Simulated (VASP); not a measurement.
# BN (Fm-3m) in VASP: further runs, part 2 of 2

VASP 6.6.1. The steps go on from the part before.

## (4) Single point, r2SCAN

POSCAR reads:

```
BN
1.0
    0.0000000000      1.7458259400      1.7458259400
    1.7458259400      0.0000000000      1.7458259400
    1.7458259400      1.7458259400      0.0000000000
B N
1 1
Direct
    0.0000000000      0.0000000000      0.0000000000
    0.5000000000      0.5000000000      0.5000000000
```

INCAR.step1 reads:

```
SYSTEM = BN
PREC     = Accurate       ! precision mode
ENCUT    = 520            ! plane-wave cutoff, eV
ISMEAR   = 0              ! smearing method
SIGMA    = 0.01           ! smearing width, eV
LREAL    = .FALSE.        ! projectors in reciprocal space
LASPH    = .TRUE.         ! aspherical terms in the spheres
NELM     = 80             ! most SCF steps
NBANDS   = 11             ! bands
GGA      = PE             ! functional
ALGO     = Normal         ! electronic algorithm
EDIFF    = 1E-4           ! SCF threshold, eV
LWAVE    = .TRUE.         ! write WAVECAR
LCHARG   = .FALSE.        ! write CHGCAR
```

INCAR.step2 reads:

```
SYSTEM = BN
PREC     = Accurate       ! precision mode
ENCUT    = 520            ! plane-wave cutoff, eV
EDIFF    = 1E-6           ! SCF threshold, eV
ISMEAR   = 0              ! smearing method
SIGMA    = 0.01           ! smearing width, eV
LREAL    = .FALSE.        ! projectors in reciprocal space
LASPH    = .TRUE.         ! aspherical terms in the spheres
NELM     = 80             ! most SCF steps
ALGO     = Normal         ! electronic algorithm
ISIF     = 2              ! what is computed and relaxed
LWAVE    = .FALSE.        ! write WAVECAR
LCHARG   = .TRUE.         ! write CHGCAR
METAGGA  = R2SCAN         ! meta-GGA
LMIXTAU  = .TRUE.       
LELF     = .TRUE.         ! ELF
LVHAR    = .TRUE.       
NBANDS   = 11             ! bands
ISTART   = 1
```

KPOINTS reads:

```
regular mesh
0
G
  8 8 8
  0 0 0
```

Potentials or basis: VASP PAW PBE potentials, release 64 (B, N).

Command:

```console
$ cat potpaw_PBE.64/B/POTCAR potpaw_PBE.64/N/POTCAR > POTCAR
$ cp INCAR.step1 INCAR
$ mpirun -np 1 vasp_std > vasp.out
$ cp INCAR.step2 INCAR
$ mpirun -np 1 vasp_std > vasp.out
```

OUTCAR:

```text
SYSTEM = BN
   PREC = Accurate
   ENCUT = 520
   EDIFF = 1E-6
   ISMEAR = 0
   LREAL = .FALSE.
   LASPH = .TRUE.
   NELM = 80
   ISIF = 2
   METAGGA = R2SCAN
   ISTART = 1

 ion  position               nearest neighbor table
   1  0.000  0.000  0.000-   2 1.75   2 1.75   2 1.75   2 1.75   2 1.75   2 1.75
   2  0.500  0.500  0.500-   1 1.75   1 1.75   1 1.75   1 1.75   1 1.75   1 1.75

  LATTYP: Found a face centered cubic cell.
 ALAT       =     3.4916518800

  Lattice vectors:

 A1 = (   0.0000000000,   1.7458259400,   1.7458259400)
 A2 = (   1.7458259400,   0.0000000000,   1.7458259400)
 A3 = (   1.7458259400,   1.7458259400,   0.0000000000)

Analysis of symmetry for initial positions (statically):
=====================================================================
 Subroutine PRICEL returns:
 Original cell was already a primitive cell.

 Routine SETGRP: Setting up the symmetry group for a
 face centered cubic supercell.

 Subroutine GETGRP returns: Found 48 space group operations
 (whereof 48 operations were pure point group operations)
 out of a pool of 48 trial point group operations.

The static configuration has the point symmetry O_h .

Analysis of symmetry for dynamics (positions and initial velocities):
=====================================================================
 Subroutine PRICEL returns:
 Original cell was already a primitive cell.

 Routine SETGRP: Setting up the symmetry group for a
 face centered cubic supercell.

 Subroutine GETGRP returns: Found 48 space group operations
 (whereof 48 operations were pure point group operations)
 out of a pool of 48 trial point group operations.

The dynamic configuration has the point symmetry O_h .

 Subroutine INISYM returns: Found 48 space group operations
 (whereof 48 operations are pure point group operations),
 and found     1 'primitive' translations

----------------------------------------------------------------------------------------

                                     Primitive cell

  volume of cell :      10.6422

  direct lattice vectors                    reciprocal lattice vectors
     0.000000000  1.745825940  1.745825940    -0.286397394  0.286397394  0.286397394
     1.745825940  0.000000000  1.745825940     0.286397394 -0.286397394  0.286397394
     1.745825940  1.745825940  0.000000000     0.286397394  0.286397394 -0.286397394

  length of vectors
     2.468970722  2.468970722  2.468970722     0.496054838  0.496054838  0.496054838

  position of ions in fractional coordinates (direct lattice)
     0.000000000  0.000000000  0.000000000
     0.500000000  0.500000000  0.500000000

  ion indices of the primitive-cell ions
   primitive index   ion index
                 1           1
                 2           2

----------------------------------------------------------------------------------------

 KPOINTS: regular mesh

Automatic generation of k-mesh.
 Grid dimensions read from file:
 generate k-points for:    8    8    8

 Generating k-lattice:

  Cartesian coordinates                     Fractional coordinates (reciprocal lattice)
    -0.035799674  0.035799674  0.035799674     0.125000000  0.000000000  0.000000000
     0.035799674 -0.035799674  0.035799674     0.000000000  0.125000000  0.000000000
     0.035799674  0.035799674 -0.035799674     0.000000000  0.000000000  0.125000000

  Length of vectors
     0.062006855  0.062006855  0.062006855

  Shift w.r.t. Gamma in fractional coordinates (k-lattice)
     0.000000000  0.000000000  0.000000000

 Subroutine IBZKPT returns following result:
 ===========================================

 Found     29 irreducible k-points:

 Following reciprocal coordinates:
            Coordinates               Weight
  0.000000  0.000000  0.000000      1.000000
  0.125000  0.000000  0.000000      8.000000
  0.250000  0.000000  0.000000      8.000000
  0.375000  0.000000  0.000000      8.000000
  0.500000  0.000000  0.000000      4.000000
  0.125000  0.125000  0.000000      6.000000
[... 16 lines left out ...]
  0.500000  0.250000  0.125000     48.000000
 -0.375000  0.250000  0.125000     24.000000
 [... further k-points ...]
   k-points           NKPTS =     29   k-points in BZ     NKDIM =     29   number of bands    NBANDS=     11
   number of dos      NEDOS =    301   number of ions     NIONS =      2
   total plane-waves  NPLWV =   5832
   dimension x,y,z NGX =    18 NGY =   18 NGZ =   18
   dimension x,y,z NGXF=    36 NGYF=   36 NGZF=   36
   ions per type =               1   1
   NGX,Y,Z   is equivalent  to a cutoff of  12.12, 12.12, 12.12 a.u.
   NGXF,Y,Z  is equivalent  to a cutoff of  24.24, 24.24, 24.24 a.u.
 SYSTEM =  BN
   PREC   = accura    normal or accurate (medium, high low for compatibility)
   ISTART =      1    job   : 0-new  1-cont  2-samecut
   ICHARG =      0    charge: 1-file 2-atom 10-const
   ISPIN  =      1    spin polarized calculation?
   LNONCOLLINEAR =      F non collinear calculations
   LSORBIT =      F    spin-orbit coupling
   LASPH  =      T    aspherical Exc in radial PAW
   ENCUT  =  520.0 eV  38.22 Ry    6.18 a.u.   4.59  4.59  4.59*2*pi/ulx,y,z
   NELM   =     80;   NELMIN=  2; NELMDL=  0     # of ELM steps
   EDIFF  = 0.1E-05   stopping-criterion for ELM
   LREAL  =      F    real-space projection
   EDIFFG = 0.1E-04   stopping-criterion for IOM
   NSW    =      0    number of steps for IOM
   IBRION =     -1    ionic relax: 0-MD 1-quasi-New 2-CG
   NFREE  =      0    steps in history (QN), initial steepest desc. (CG)
   ISIF   =      2    stress and relaxation
   ISYM   =      2    0-nonsym 1-usesym 2-fastsym
   POTIM  = 0.5000    time-step for ionic-motion
   TEBEG  =    0.0;   TEEND  =   0.0 temperature during run
   PSTRESS=    0.0 pullay stress
   NELECT =       8.0000    total number of electrons
   NUPDOWN=      -1.0000    fix difference up-down
   EMIN   =  10.00;   EMAX   =-10.00  energy-range for DOS
   EFERMI =   0.00;   METHOD = LEGACY
   ISMEAR =     0;   SIGMA  =   0.01  broadening in eV -4-tet -1-fermi 0-gaus
   EFERMI_NEDOS =   21; number of points for ismear=-14 and -15
   IALGO  =     38    algorithm
   IMIX   =      4    mixing-type and parameters
     AMIX     =   0.40;   BMIX     =  1.00
     AMIX_MAG =   1.60;   BMIX_MAG =  1.00
  volume/ion in A,a.u.               =       5.32        35.91
  Fermi-wavevector in a.u.,A,eV,Ry     =   1.488540  2.812933 30.147133  2.215752
  Thomas-Fermi vector in A             =   2.601562
   LORBIT       =      0    0 simple, 1 ext, 2 COOP (PROOUT), +10 PAW based schemes
   METAGGA = R2SCAN    functional components
   LHFCALC =     F    Hartree Fock is set to
   AEXX    =    0.0000 exact exchange contribution
   IVDW    =     0    specifies the selected vdW correction
   LEPSILON=     F    determine dielectric tensor
   LRPA    =     F    only Hartree local field effects (RPA)
 non-spin polarized calculation
 Gauss-broadening in eV      SIGMA  =   0.01
  energy-cutoff  :      520.00
  volume of cell :       10.64
 maximum number of plane-waves:       302
   NGX =  9   NGY =  9   NGZ =  9

 number of electron       7.9999998 magnetization

 Free energy of the ion-electron system (eV)
  ---------------------------------------------------
  ext. energy  EPLUGINS =         0.00000000
  ---------------------------------------------------
  free energy    TOTEN  =       -15.42666390 eV

  energy without entropy =      -15.42666390  energy(sigma->0) =      -15.42666390

 E-fermi :  10.3567     XC(G=0): -14.7033

 val. band max:       10.2244162702   @ k =  -0.2500   0.1250   0.0000
 cond. band min:      11.7048598061   @ k =   0.5000   0.5000   0.0000
 fundamental gap:      1.4804435360
 Fermi energy:        10.3566734417

 k-point     1 :       0.0000    0.0000    0.0000
  band No.  band energies     occupation
      1     -13.3423      2.00000
      2       9.4529      2.00000
      3       9.4529      2.00000
      4       9.4529      2.00000
      5      20.1950      0.00000
      6      23.5284      0.00000
      7      23.5286      0.00000
      8      23.5286      0.00000
      9      29.7683      0.00000
     10      29.7683      0.00000
     11      29.7683      0.00000
[... 309 lines left out ...]
 k-point    24 :      -0.3750    0.2500    0.1250
  band No.  band energies     occupation
      1      -6.8586      2.00000
      2      -1.7156      2.00000
      3       4.5906      2.00000
      4       6.6721      2.00000
      5      16.9709      0.00000
      6      17.7015      0.00000
      7      22.8429      0.00000
      8      26.2202      0.00000
      9      32.7582      0.00000
     10      34.5781      0.00000
     11      44.7056      0.00000

 [... further k-points ...]
[... 5 lines left out ...]
  --------------------------------------------------------------------------------------
  -------------------------------------------------------------------------------------
  Total        0.0254231      0.0254231      0.0254231      0.0000000      0.0000000      0.0000000
  in kB        3.8274249      3.8274249      3.8274249      0.0000000      0.0000000      0.0000000
  external PRESSURE =       3.8274249 kB  Pullay stress =       0.0000000 kB

 VOLUME and BASIS-vectors are now :
 -----------------------------------------------------------------------------
  energy-cutoff  :      520.00
  volume of cell :       10.64
      direct lattice vectors                 reciprocal lattice vectors
     0.000000000  1.745825940  1.745825940    -0.286397394  0.286397394  0.286397394
     1.745825940  0.000000000  1.745825940     0.286397394 -0.286397394  0.286397394
     1.745825940  1.745825940  0.000000000     0.286397394  0.286397394 -0.286397394

 POSITION                                       TOTAL-FORCE (eV/Angst)
 -----------------------------------------------------------------------------------
      0.00000      0.00000      0.00000         0.000000     -0.000000     -0.000000
      1.74583      1.74583      1.74583        -0.000000      0.000000      0.000000
 -----------------------------------------------------------------------------------
    total drift:                               -0.000000     -0.000000     -0.000000

  FREE ENERGIE OF THE ION-ELECTRON SYSTEM (eV)
  ---------------------------------------------------
  free  energy   TOTEN  =       -15.4266638953 eV

  energy  without entropy=      -15.4266638953  energy(sigma->0) =      -15.42666390
```

Wall time 22 s (1 thread of Intel Xeon 8259CL, shared host); peak memory 0.12 GiB.

Results:

- Free energy: -15.4267 eV
- Pressure: 0.4 GPa
- Band gap on the k mesh: 1.48 eV (least direct gap 6.51 eV)

Levels at points of the mesh, in eV from the valence-band top:
```csv
k point,band 1,band 2,band 3,band 4,band 5,band 6,band 7,band 8
"(0.00, 0.00, 0.00)",-23.57,-0.77,-0.77,-0.77,9.97,13.30,13.30,13.30
"(0.50, 0.00, 0.00)",-18.20,-13.02,-0.59,-0.59,5.92,5.92,8.08,14.84
"(0.50, 0.50, 0.00)",-15.36,-12.19,-5.76,-5.76,1.48,9.74,16.02,16.02
```

Caveat: the structure was generated, so it needn't be the stable form of BN; the PAW data sets were made with another functional, which shifts forces and pressure a little. A k mesh can miss the band edges.
